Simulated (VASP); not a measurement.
Write the native input for VASP 6.6.1 that does the following.

* Task: single point
* Functional: PBE
* Potentials or basis: VASP PAW PBE potentials, release 64 (K_sv, Cd, C, O, F)
* Cutoff: 520 eV
* k mesh: 6 × 6 × 6
* Occupations: fermi-dirac, width 0.02 eV
* Spin: no spin polarisation
* Dipole correction: no
* Further INCAR settings: ALGO = Normal; EDIFF = 1e-06; NBANDS = 34

The structure of KCdCO3F lies in POSCAR:

```
KCdCO3F
1.0
    5.0419290554      0.0000000000      0.0000000000
   -2.5209645277      4.3664386461      0.0000000000
    0.0000000000      0.0000000000      4.4240642867
K Cd C O F
1 1 1 3 1
Direct
    0.0000000000      0.0000000000      0.0000000000
    0.6666666667      0.3333333333      0.5000000000
    0.3333333333      0.6666666667      0.5000000000
    0.1864134963      0.3728269925      0.5000000000
    0.1864134963      0.8135865037      0.5000000000
    0.6271730075      0.8135865037      0.5000000000
    0.6666666667      0.3333333333      0.0000000000
```

The input as run:

INCAR

```
ALGO = Normal ; EDIFF = 1E-6
ENCUT = 520 ; GGA = PE
ISIF = 2 ; ISMEAR = -1
LASPH = True ; LCHARG = True
LELF = True ; LREAL = False
LVHAR = True ; LWAVE = False
NBANDS = 34 ; NELM = 60
PREC = Accurate ; SIGMA = 0.02
```

KPOINTS

```
k-points
0
Gamma
  6 6 6
```

Potentials or basis: VASP PAW PBE potentials, release 64 (K_sv, Cd, C, O, F).

The run is started by

```bash
$ cat potpaw_PBE.64/K_sv/POTCAR potpaw_PBE.64/Cd/POTCAR potpaw_PBE.64/C/POTCAR potpaw_PBE.64/O/POTCAR potpaw_PBE.64/F/POTCAR > POTCAR
$ mpirun -np 1 vasp_std > vasp.out
```

It gave:

```yaml
Pressure: 4.9 GPa
Largest_force: 0.724 eV/Å
Band_gap_on_the_k_mesh: 2.00 eV
```

Caveat: the cell stands under pressure.

Wall time 62 s on 1 thread of Intel(R) Xeon(R) Platinum 8488C (Sapphire Rapids) (shared host), peak memory 0.29 GiB.
